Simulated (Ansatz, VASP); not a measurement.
**Two plane-wave programs on InP**

```
In P
1.0
     0.00000    3.10062    2.95381
     3.10062    0.00000    2.95381
     3.10062    3.10062    0.00000
In P
1 1
Direct
  0.00000 0.00000 0.00000
  0.25000 0.25000 0.25000
```

Change from the starting cell: biaxial_xy strain +5.0%.

Alike in both runs: task single point; functional r2SCAN; k mesh 8 × 8 × 8; occupations fermi-dirac, width 0.02 eV; no spin polarisation.

|  | VASP | Ansatz |
| --- | --- | --- |
| version | VASP 6.6.1 | Ansatz 0.2.0 |
| potentials or method | VASP PAW PBE potentials, release 64 (In_d, P) | plane waves, PAW |
| plane-wave cutoff (eV) | 520 | 500 |
| valence electrons in the cell | 18 | 18 |

Ansatz gave:

| Item | Value |
| --- | --- |
| pressure (GPa) | -5.4 |
| traceless stress, the component that is largest in VASP (GPa) | 1.36 |

Question: What did VASP give for the same quantities?

Answer: Pressure (GPa): -5.4; traceless stress, the component that is largest in VASP (GPa): 1.37.

VASP's potentials were made for PBE, not for r2SCAN.
